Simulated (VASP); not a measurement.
# Ag (Fm-3m) in VASP: a series of runs

Runs on Ag. Level: r2SCAN. Tasks: single point.

Program: VASP 6.6.1. These are calculated values, not measurements. Logs are shortened: lines on timing, memory, paths and dates and some standing lists are left out, and cuts for length are marked.

### Step 1. The cell of the first run

The structure is cubic, space group Fm-3m (No. 225). The conventional cell has a = 4.104 Å, b = 4.104 Å, c = 4.104 Å, α = 90.00°, β = 90.00°, γ = 90.00°. Within 3.8 Å of Ag (site symmetry m-3m) lie 12 Ag at 2.90 Å.

### Step 2. Single point, r2SCAN

Input file POSCAR:

```
Ag
1.0
    0.0000000000      2.0519023311      2.0519023311
    2.0519023311      0.0000000000      2.0519023311
    2.0519023311      2.0519023311      0.0000000000
Ag
1
Direct
    0.0000000000      0.0000000000      0.0000000000
```

Input file INCAR.step1:

```
ALGO = Normal ; EDIFF = 1E-4
ENCUT = 520 ; GGA = PE
ISMEAR = 0 ; LASPH = True
LCHARG = False ; LREAL = False
LWAVE = True ; NBANDS = 12
NELM = 100 ; PREC = Accurate
SIGMA = 1.0
```

Input file INCAR.step2:

```
ALGO = Normal ; EDIFF = 1E-7
ENCUT = 520 ; ISIF = 2
ISMEAR = 0 ; ISTART = 1
LASPH = True ; LCHARG = False
LMIXTAU = True ; LREAL = False
LWAVE = False ; METAGGA = R2SCAN
NBANDS = 12 ; NELM = 100
PREC = Accurate ; SIGMA = 1.0
```

Input file KPOINTS:

```
k-points
0
Gamma
  13 13 13
```

Potentials or basis: VASP PAW PBE potentials, release 64 (Ag).

Command:

```console
cat potpaw_PBE.64/Ag/POTCAR > POTCAR
cp INCAR.step1 INCAR
mpirun -np 1 vasp_std > vasp.out
cp INCAR.step2 INCAR
mpirun -np 1 vasp_std > vasp.out
```

OUTCAR:

```text
EDIFF = 1E-7
   ENCUT = 520
   ISIF = 2
   ISMEAR = 0
   ISTART = 1
   LASPH = True
   LREAL = False
   METAGGA = R2SCAN
   NELM = 100
   PREC = Accurate

 ion  position               nearest neighbor table
   1  0.000  0.000  0.000-

  LATTYP: Found a face centered cubic cell.
 ALAT       =     4.1038046622

  Lattice vectors:

 A1 = (   0.0000000000,   2.0519023311,   2.0519023311)
 A2 = (   2.0519023311,   0.0000000000,   2.0519023311)
 A3 = (   2.0519023311,   2.0519023311,   0.0000000000)

Analysis of symmetry for initial positions (statically):
=====================================================================
 Subroutine PRICEL returns:
 Original cell was already a primitive cell.

 Routine SETGRP: Setting up the symmetry group for a
 face centered cubic supercell.

 Subroutine GETGRP returns: Found 48 space group operations
 (whereof 48 operations were pure point group operations)
 out of a pool of 48 trial point group operations.

The static configuration has the point symmetry O_h .

Analysis of symmetry for dynamics (positions and initial velocities):
=====================================================================
 Subroutine PRICEL returns:
 Original cell was already a primitive cell.

 Routine SETGRP: Setting up the symmetry group for a
 face centered cubic supercell.

 Subroutine GETGRP returns: Found 48 space group operations
 (whereof 48 operations were pure point group operations)
 out of a pool of 48 trial point group operations.

The dynamic configuration has the point symmetry O_h .

 Subroutine INISYM returns: Found 48 space group operations
 (whereof 48 operations are pure point group operations),
 and found     1 'primitive' translations

----------------------------------------------------------------------------------------

                                     Primitive cell

  volume of cell :      17.2783

  direct lattice vectors                    reciprocal lattice vectors
     0.000000000  2.051902331  2.051902331    -0.243676316  0.243676316  0.243676316
     2.051902331  0.000000000  2.051902331     0.243676316 -0.243676316  0.243676316
     2.051902331  2.051902331  0.000000000     0.243676316  0.243676316 -0.243676316

  length of vectors
     2.901828105  2.901828105  2.901828105     0.422059759  0.422059759  0.422059759

  position of ions in fractional coordinates (direct lattice)
     0.000000000  0.000000000  0.000000000

  ion indices of the primitive-cell ions
   primitive index   ion index
                 1           1

----------------------------------------------------------------------------------------

 KPOINTS: k-points

Automatic generation of k-mesh.
 Grid dimensions read from file:
 generate k-points for:   13   13   13

 Generating k-lattice:

  Cartesian coordinates                     Fractional coordinates (reciprocal lattice)
    -0.018744332  0.018744332  0.018744332     0.076923077  0.000000000  0.000000000
     0.018744332 -0.018744332  0.018744332     0.000000000  0.076923077  0.000000000
     0.018744332  0.018744332 -0.018744332     0.000000000  0.000000000  0.076923077

  Length of vectors
     0.032466135  0.032466135  0.032466135

  Shift w.r.t. Gamma in fractional coordinates (k-lattice)
     0.000000000  0.000000000  0.000000000

 Subroutine IBZKPT returns following result:
 ===========================================

 Found     84 irreducible k-points:

 Following reciprocal coordinates:
            Coordinates               Weight
  0.000000  0.000000  0.000000      1.000000
  0.076923  0.000000  0.000000      8.000000
  0.153846  0.000000  0.000000      8.000000
  0.230769  0.000000  0.000000      8.000000
  0.307692  0.000000  0.000000      8.000000
  0.384615  0.000000  0.000000      8.000000
[... 16 lines left out ...]
  0.384615  0.153846  0.000000     24.000000
  0.461538  0.153846  0.000000     24.000000
 [... further k-points ...]
   k-points           NKPTS =     84   k-points in BZ     NKDIM =     84   number of bands    NBANDS=     12
   number of dos      NEDOS =    301   number of ions     NIONS =      1
   total plane-waves  NPLWV =  13824
   dimension x,y,z NGX =    24 NGY =   24 NGZ =   24
   dimension x,y,z NGXF=    48 NGYF=   48 NGZF=   48
   ions per type =               1
   NGX,Y,Z   is equivalent  to a cutoff of  13.75, 13.75, 13.75 a.u.
   NGXF,Y,Z  is equivalent  to a cutoff of  27.50, 27.50, 27.50 a.u.
 SYSTEM =  unknown system
   PREC   = accura    normal or accurate (medium, high low for compatibility)
   ISTART =      1    job   : 0-new  1-cont  2-samecut
   ICHARG =      0    charge: 1-file 2-atom 10-const
   ISPIN  =      1    spin polarized calculation?
   LNONCOLLINEAR =      F non collinear calculations
   LSORBIT =      F    spin-orbit coupling
   LASPH  =      T    aspherical Exc in radial PAW
   ENCUT  =  520.0 eV  38.22 Ry    6.18 a.u.   5.40  5.40  5.40*2*pi/ulx,y,z
   NELM   =    100;   NELMIN=  2; NELMDL=  0     # of ELM steps
   EDIFF  = 0.1E-06   stopping-criterion for ELM
   LREAL  =      F    real-space projection
   EDIFFG = 0.1E-05   stopping-criterion for IOM
   NSW    =      0    number of steps for IOM
   IBRION =     -1    ionic relax: 0-MD 1-quasi-New 2-CG
   NFREE  =      0    steps in history (QN), initial steepest desc. (CG)
   ISIF   =      2    stress and relaxation
   ISYM   =      2    0-nonsym 1-usesym 2-fastsym
   POTIM  = 0.5000    time-step for ionic-motion
   TEBEG  =    0.0;   TEEND  =   0.0 temperature during run
   PSTRESS=    0.0 pullay stress
   NELECT =      11.0000    total number of electrons
   NUPDOWN=      -1.0000    fix difference up-down
   EMIN   =  10.00;   EMAX   =-10.00  energy-range for DOS
   EFERMI =   0.00;   METHOD = LEGACY
   ISMEAR =     0;   SIGMA  =   1.00  broadening in eV -4-tet -1-fermi 0-gaus
   EFERMI_NEDOS =   21; number of points for ismear=-14 and -15
   IALGO  =     38    algorithm
   IMIX   =      4    mixing-type and parameters
     AMIX     =   0.40;   BMIX     =  1.00
     AMIX_MAG =   1.60;   BMIX_MAG =  1.00
  volume/ion in A,a.u.               =      17.28       116.60
  Fermi-wavevector in a.u.,A,eV,Ry     =   1.408334  2.661366 26.985864  1.983405
  Thomas-Fermi vector in A             =   2.530502
   LORBIT       =      0    0 simple, 1 ext, 2 COOP (PROOUT), +10 PAW based schemes
   METAGGA = R2SCAN    functional components
   LHFCALC =     F    Hartree Fock is set to
   AEXX    =    0.0000 exact exchange contribution
   IVDW    =     0    specifies the selected vdW correction
   LEPSILON=     F    determine dielectric tensor
   LRPA    =     F    only Hartree local field effects (RPA)
 non-spin polarized calculation
 Gauss-broadening in eV      SIGMA  =   1.00
  energy-cutoff  :      520.00
  volume of cell :       17.28
 maximum number of plane-waves:       487
 NGX is ok and might be reduce to    24
   NGX = 11   NGY = 11   NGZ = 11

 number of electron      10.9999999 magnetization

 Free energy of the ion-electron system (eV)
  ---------------------------------------------------
  ext. energy  EPLUGINS =         0.00000000
  ---------------------------------------------------
  free energy    TOTEN  =       -21.42056491 eV

  energy without entropy =      -21.29638334  energy(sigma->0) =      -21.35847412

 E-fermi :   8.2803     XC(G=0): -12.8779

 val. band max:        8.1877138168   @ k =   0.4615   0.2308   0.0000
 cond. band min:       8.3845250651   @ k =  -0.4615   0.0769   0.0000
 fundamental gap:      0.1968112483
 Fermi energy:         8.2802856862

 k-point     1 :       0.0000    0.0000    0.0000
  band No.  band energies     occupation
      1       0.3899      2.00000
      2       3.1535      2.00000
      3       3.1535      2.00000
      4       3.1535      2.00000
      5       4.1732      2.00000
      6       4.1732      2.00000
      7      24.8673      0.00000
      8      28.5151      0.00000
      9      28.5151      0.00000
     10      28.5151      0.00000
     11      33.4455      0.00000
     12      34.4038      0.00000

 k-point     2 :       0.0769    0.0000    0.0000
  band No.  band energies     occupation
      1       0.5778      2.00000
      2       3.1135      2.00000
      3       3.2038      2.00000
      4       3.2038      2.00000
      5       4.1551      2.00000
      6       4.1551      2.00000
      7      24.8510      0.00000
      8      27.0447      0.00000
      9      28.5729      0.00000
     10      28.5729      0.00000
     11      33.2116      0.00000
     12      34.2139      0.00000

 k-point     3 :       0.1538    0.0000    0.0000
  band No.  band energies     occupation
      1       1.0889      2.00000
      2       3.0623      2.00000
      3       3.3127      2.00000
      4       3.3127      2.00000
      5       4.1422      2.00000
      6       4.1422      2.00000
      7      23.4184      0.00000
      8      25.8173      0.00000
      9      28.6642      0.00000
     10      28.6642      0.00000
     11      32.0488      0.00000
     12      33.4914      0.00000

 k-point     4 :       0.2308    0.0000    0.0000
  band No.  band energies     occupation
      1       1.6364      2.00000
      2       3.3222      2.00000
      3       3.3595      2.00000
      4       3.3595      2.00000
      5       4.2490      2.00000
      6       4.2490      2.00000
      7      20.4654      0.00000
      8      25.5765      0.00000
      9      28.5463      0.00000
     10      28.5463      0.00000
     11      31.7646      0.00000
     12      32.4918      0.00000

 k-point     5 :       0.3077    0.0000    0.0000
  band No.  band energies     occupation
      1       1.7708      2.00000
      2       3.2939      2.00000
      3       3.2939      2.00000
      4       4.3698      2.00000
      5       4.5026      2.00000
      6       4.5026      2.00000
      7      17.4088      0.00000
      8      25.0428      0.00000
      9      27.9996      0.00000
     10      27.9996      0.00000
     11      31.8706      0.00000
     12      31.8706      0.00000
[... 228 lines left out ...]
      1       1.8172      2.00000
      2       2.6643      2.00000
      3       3.5351      2.00000
      4       3.6536      2.00000
      5       4.0772      2.00000
      6       4.4324      2.00000
      7      22.9932      0.00000
      8      25.1389      0.00000
      9      25.3546      0.00000
     10      27.0548      0.00000
     11      29.9838      0.00000
     12      34.5698      0.00000

 k-point    22 :       0.3077    0.1538    0.0000
  band No.  band energies     occupation
      1       2.1202      2.00000
      2       2.7991      2.00000
      3       3.3643      2.00000
      4       3.6844      2.00000
      5       4.6328      2.00000
      6       4.8615      2.00000
      7      19.8972      0.00000
      8      24.4687      0.00000
      9      24.8774      0.00000
     10      26.7281      0.00000
     11      30.7377      0.00000
     12      34.3102      0.00000

 k-point    23 :       0.3846    0.1538    0.0000
  band No.  band energies     occupation
      1       2.0564      2.00000
      2       3.0539      2.00000
      3       3.4070      2.00000
      4       3.6132      2.00000
      5       4.8634      2.00000
      6       6.1624      1.99726
      7      16.8590      0.00000
      8      23.9866      0.00000
      9      24.1188      0.00000
     10      25.9098      0.00000
     11      32.9945      0.00000
     12      34.0898      0.00000

 k-point    24 :       0.4615    0.1538    0.0000
  band No.  band energies     occupation
      1       1.9727      2.00000
      2       2.9618      2.00000
      3       3.5187      2.00000
      4       3.8000      2.00000
      5       4.9940      2.00000
      6       7.8773      1.43122
      7      14.0742      0.00000
      8      22.9835      0.00000
      9      24.1869      0.00000
     10      25.3477      0.00000
     11      33.8694      0.00000
     12      33.9001      0.00000

 [... further k-points ...]
[... 5 lines left out ...]
  --------------------------------------------------------------------------------------
  -------------------------------------------------------------------------------------
  Total        0.0547170      0.0547170      0.0547170      0.0000000      0.0000000     -0.0000000
  in kB        5.0737948      5.0737948      5.0737948      0.0000000      0.0000000     -0.0000000
  external PRESSURE =       5.0737948 kB  Pullay stress =       0.0000000 kB

 VOLUME and BASIS-vectors are now :
 -----------------------------------------------------------------------------
  energy-cutoff  :      520.00
  volume of cell :       17.28
      direct lattice vectors                 reciprocal lattice vectors
     0.000000000  2.051902331  2.051902331    -0.243676316  0.243676316  0.243676316
     2.051902331  0.000000000  2.051902331     0.243676316 -0.243676316  0.243676316
     2.051902331  2.051902331  0.000000000     0.243676316  0.243676316 -0.243676316

 POSITION                                       TOTAL-FORCE (eV/Angst)
 -----------------------------------------------------------------------------------
      0.00000      0.00000      0.00000         0.000000      0.000000      0.000000
 -----------------------------------------------------------------------------------
    total drift:                               -0.000000      0.000000      0.000000

  FREE ENERGIE OF THE ION-ELECTRON SYSTEM (eV)
  ---------------------------------------------------
  free  energy   TOTEN  =       -21.4205649055 eV

  energy  without entropy=      -21.2963833413  energy(sigma->0) =      -21.35847412
```

Run time: 44 s. Hardware: 1 thread of Intel Xeon 6975P-C, shared host; peak memory 0.16 GiB.

Results:

* Free energy: -21.4206 eV
* Pressure: 0.5 GPa

Caveat: the PAW data sets were made with another functional, which shifts forces and pressure a little.

[end of part 1 of 2]
